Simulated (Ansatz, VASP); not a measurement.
**LiBe in VASP and in Ansatz**

INCAR

```
PREC = Accurate
ENCUT = 520
EDIFF = 1E-6
ISMEAR = 1
SIGMA = 0.1
LREAL = F
LASPH = T
NELM = 80
ALGO = Normal
ISIF = 2
LWAVE = F
LCHARG = F
GGA = PS
NBANDS = 10
```

KPOINTS

```
regular mesh
0
Gamma
  9 9 9
```

POSCAR

```
LiBe
1.0
    2.8111530000      0.0000000000      0.0000000000
    0.0000000000      2.8111530000      0.0000000000
    0.0000000000      0.0000000000      2.8111530000
Li Be
1 1
Direct
    0.0177862962      0.0000000000      0.0000000000
    0.5000000000      0.5000000000      0.5000000000
```

Input for Ansatz:

```yaml
crystal:
  lattice:
    - [2.811153, 0.0, 0.0]
    - [0.0, 2.811153, 0.0]
    - [0.0, 0.0, 2.811153]
  atoms:
    - { symbol: Li, position: [0.017786296227917876, 0.0, 0.0] }
    - { symbol: Be, position: [0.5, 0.5, 0.5] }
kpoints:
  mp_grid:
    grid: [9, 9, 9]
hamiltonian:
  xc: pbesol
scf:
  convergence:
    dr2_threshold: 1.0e-07
  occupations:
    method: cold
    width: 0.1
output:
  forces: true
```

Alike in both runs: task single point; functional PBEsol; k mesh 9 × 9 × 9; no spin polarisation.

|  | VASP | Ansatz |
| --- | --- | --- |
| version | VASP 6.6.1 | Ansatz 0.2.0 |
| potentials or method | VASP PAW PBE potentials, release 64 (Li_sv, Be) | plane waves, PAW |
| plane-wave cutoff (eV) | 520 | 420 |
| occupations | methfessel-paxton of order 1, width 0.1 eV | cold, width 0.1 eV |
| valence electrons in the cell | 5 | 5 |

```tsv
	VASP	Ansatz	Ansatz less VASP
rms of the force components (eV/Å)	0.128	0.128	-0.0005
```

VASP's potentials were made for PBE, not for PBEsol. Atom by atom the forces differ by 0.001 eV/Å (rms over components).

Noted on VASP's run: the cutoff is short for stress, so the pressure is rough.
